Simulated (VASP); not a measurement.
A run of VASP 6.6.1 is set up as follows.

INCAR

```
SYSTEM = MoH4
PREC = Accurate ; ENCUT = 520
EDIFF = 1E-6 ; ISMEAR = 0
SIGMA = 0.1 ; LREAL = .False.
LASPH = .True. ; NELM = 60
ALGO = Normal ; ISIF = 2
LWAVE = .False. ; LCHARG = .False.
GGA = PE ; NBANDS = 17
```

The input KPOINTS:

```
regular mesh
0
Gamma
  6 6 6
  0 0 0
```

POSCAR

```
MoH4
1.0
   -2.0912558962      2.0912558962      2.0912558962
    2.0912558962     -2.0912558962      2.0912558962
    2.0912558962      2.0912558962     -2.0912558962
H Mo
4 1
Direct
    0.0000000000      0.0000000000      0.4999793715
    0.4999793715      0.0000000000      0.0000000000
    0.0000000000      0.4999793715      0.0000000000
    0.5000206285      0.5000206285      0.5000206285
    0.0000000000      0.0000000000      0.0000000000
```

Potentials or basis: VASP PAW PBE potentials, release 64 (H, Mo_sv).

Launch:

```sh
$ cat potpaw_PBE.64/H/POTCAR potpaw_PBE.64/Mo_sv/POTCAR > POTCAR
$ mpirun -np 1 vasp_std > vasp.out
```

(1) Estimate the pressure.

(2) Predict the band gap on the k mesh.

Answers

(1) -0.1 GPa.

(2) zero (band 9 reaches 4.63 eV, above the bottom of band 10 at 3.58 eV).
